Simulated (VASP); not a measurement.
A run of VASP 6.6.1 is set up as follows.

INCAR

```
ALGO     = Normal         # electronic algorithm
EDIFF    = 1E-6           # SCF threshold, eV
ENCUT    = 520            # plane-wave cutoff, eV
GGA      = PE             # functional
ISIF     = 2              # what is computed and relaxed
ISMEAR   = -1             # smearing method
LASPH    = T              # aspherical terms in the spheres
LCHARG   = F              # write CHGCAR
LREAL    = F              # projectors in reciprocal space
LWAVE    = F              # write WAVECAR
NBANDS   = 13             # bands
NELM     = 80             # most SCF steps
PREC     = Accurate       # precision mode
SIGMA    = 0.1            # smearing width, eV
```

The input KPOINTS:

```
k-points
0
Gamma
  4 4 4
```

File POSCAR:

```
W
1.0
    0.0000000000      2.0300000000      2.0300000000
    2.0300000000      0.0000000000      2.0300000000
    2.0300000000      2.0300000000      0.0000000000
W
1
Direct
    0.0000000000      0.0000000000      0.0000000000
```

Potentials or basis: VASP PAW PBE potentials, release 64 (W_sv).

The run is started by

```bash
$ cat potpaw_PBE.64/W_sv/POTCAR > POTCAR
$ mpirun -np 1 vasp_std > vasp.out
```

Task: Estimate the pressure.

Result: -4.8 GPa.

Task: Predict the band gap on the k mesh.

Result: Zero (band 7 reaches 13.18 eV, above the bottom of band 8 at 9.72 eV).

Caveat: the k points lie up to 0.67 Å⁻¹ apart; spin-orbit coupling is left out, which moves the levels of the heavy elements.
